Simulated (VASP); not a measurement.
The system is AgCl.

```
Ag Cl
1.0
     1.86314   -5.55611    0.00000
     1.86314    5.55611    0.00000
     0.00000    0.00000    3.94200
Ag Cl
2 2
Direct
  0.39578 0.60422 0.75000
  0.60422 0.39578 0.25000
  0.86592 0.13408 0.25000
  0.13408 0.86592 0.75000
```

Base run:

```yaml
Program: VASP 6.6.1
Functional: PBE
Potentials_or_basis: VASP PAW PBE potentials, release 64 (Ag, Cl)
Cutoff: 520 eV
k_mesh: 8 × 8 × 6
Occupations: fermi-dirac, width 0.02 eV
Spin: no spin polarisation
```

Its results: band gap on the k mesh 0.45 eV (least direct gap 1.97 eV); pressure 1.6 GPa; largest force 0.013 eV/Å.

Q: The run is repeated on the same cell with these changes: functional from PBE to r2SCAN; k mesh from 8 × 8 × 6 to 6 × 6 × 6. What comes out?

A: Band gap on the k mesh 0.96 eV (least direct gap 2.53 eV); pressure -0.1 GPa; largest force 0.008 eV/Å.

Several settings changed at once.

Caveats: the PAW data sets were made with another functional, which shifts forces and pressure a little (at least some runs).

A k mesh can miss the band edges.
